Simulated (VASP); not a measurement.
# GdN: single point with PBE+U

Crystal: GdN.

```xyz
4
Lattice="4.3037 0.0000 0.0000 0.0000 4.3037 0.0000 0.0000 0.0000 3.5178" Properties=species:S:1:pos:R:3 pbc="T T T"
Gd    2.1519    0.0000    0.8896
Gd    0.0000    2.1519    2.6282
N     0.0000    0.0000    0.0000
N     2.1519    2.1519    0.0000
```

```
Program                : VASP 6.6.1
Task                   : single point
Functional             : PBE
Potentials or basis    : VASP PAW PBE potentials, release 64 (Gd, N)
Cutoff                 : 520 eV
k mesh                 : 6 × 6 × 4
Occupations            : gaussian, width 0.05 eV
Spin                   : collinear spin, ferromagnetic start
Starting moments       : [7.56, 7.56, -0.11, -0.11] μB
Hubbard terms          : Gd f U = 6.0 eV
Dipole correction      : no
Further INCAR settings : ALGO = Normal; EDIFF = 1e-07; NBANDS = 35
```

| Item | Value |
| --- | --- |
| Pressure | 1.7 GPa |
| Largest force | 0.068 eV/Å |
| Band gap on the k mesh | 0.54 eV (least direct gap 0.78 eV) |
| Net moment | 14.00 μB per cell |
| Site moments | Gd +6.86; N -0.08 μB |
| Valence electrons inside the program's atomic spheres | Gd 15.28; N 3.65 |

Forces in eV/Å, atoms in the order of the input:
```
Gd   0.000  0.000  0.068
Gd   0.000  0.000 -0.068
N    0.000  0.000  0.000
N    0.000  0.000  0.000
```

Stress tensor (GPa, compression positive):
```
1.81 0.00 0.00
0.00 1.81 0.00
0.00 0.00 1.58
```

Levels at points of the mesh, in eV from the valence-band top:
Spin up:
```csv
k point,band 28,band 29,band 30,band 31,band 32,band 33
"(0.00, 0.00, 0.00)",-1.29,-0.25,-0.25,0.54,1.04,3.07
"(0.50, 0.00, 0.00)",-1.84,-1.26,-1.26,1.10,1.10,3.11
"(0.50, 0.50, 0.00)",-1.73,-0.30,-0.30,1.11,1.11,1.79
"(0.00, 0.00, 0.50)",-2.97,-1.31,-1.31,3.34,3.54,4.17
"(0.50, 0.00, 0.50)",-2.92,-1.96,-1.96,3.51,3.51,4.19
"(0.50, 0.50, 0.50)",-2.34,-1.40,-1.40,2.33,2.33,3.11
```
Spin down:
```csv
k point,band 13,band 14,band 15,band 16,band 17,band 18,band 19,band 20
"(0.00, 0.00, 0.00)",-1.88,-1.28,-0.51,-0.51,1.04,1.76,3.46,3.65
"(0.50, 0.00, 0.00)",-1.66,-1.66,-1.41,-1.41,1.61,1.61,3.40,3.40
"(0.50, 0.50, 0.00)",-1.77,-1.77,-0.71,-0.71,1.70,1.70,2.48,2.48
"(0.00, 0.00, 0.50)",-2.71,-2.71,-1.43,-1.43,3.45,3.57,4.21,4.23
"(0.50, 0.00, 0.50)",-2.71,-2.71,-2.00,-2.00,3.75,3.75,4.08,4.08
"(0.50, 0.50, 0.50)",-2.25,-2.25,-1.52,-1.52,2.80,2.80,3.31,3.31
```

Eigenvalues of the final occupation matrices:
| site | spin | trace | eigenvalues |
| --- | --- | --- | --- |
| site 1 f | 1 | 6.94 | 0.99 0.99 0.99 0.99 0.99 0.99 0.99 |
| site 1 f | 2 | 0.06 | 0.00 0.00 0.00 0.00 0.01 0.01 0.01 |
| site 2 f | 1 | 6.94 | 0.99 0.99 0.99 0.99 0.99 0.99 0.99 |
| site 2 f | 2 | 0.06 | 0.00 0.00 0.00 0.00 0.01 0.01 0.01 |

Wall time 2.4 min on 1 thread of Intel(R) Xeon(R) 6975P-C (Granite Rapids) (shared host), peak memory 0.26 GiB.

Caveat: the k points lie up to 0.45 Å⁻¹ apart; spin-orbit coupling is left out, which moves the levels of the heavy elements. A k mesh can miss the band edges.
